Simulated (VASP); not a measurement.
**Ta: single point with PBEsol**

The system is Ta.

```
Ta
1.0
    -1.65128    1.65128    1.65128
     1.65128   -1.65128    1.65128
     1.65128    1.65128   -1.65128
Ta
1
Direct
  0.00000 0.00000 0.00000
```

```json
{
 "Program": "VASP 6.6.1",
 "Task": "single point",
 "Functional": "PBEsol",
 "Potentials or basis": "VASP PAW PBE potentials, release 64 (Ta_pv)",
 "Cutoff": "520 eV",
 "k mesh": "9 × 9 × 9",
 "Occupations": "gaussian, width 0.05 eV",
 "Spin": "no spin polarisation"
}
```

```yaml
Pressure: -3.9 GPa
```

Levels at points of the mesh, in eV from the Fermi level:
```csv
k point,band 2,band 3,band 4,band 5,band 6,band 7,band 8,band 9
"(0.00, 0.00, 0.00)",-33.09,-33.09,-8.00,0.65,0.65,0.65,3.92,3.92
```

Run time: 9.2 s on 1 thread of AMD EPYC 7R43 64-Core Processor (Zen 3), with other jobs on the host, peak memory 0.11 GiB.

Caveat: the PAW data sets were made with another functional, which shifts forces and pressure a little; spin-orbit coupling is left out, which moves the levels of the heavy elements.
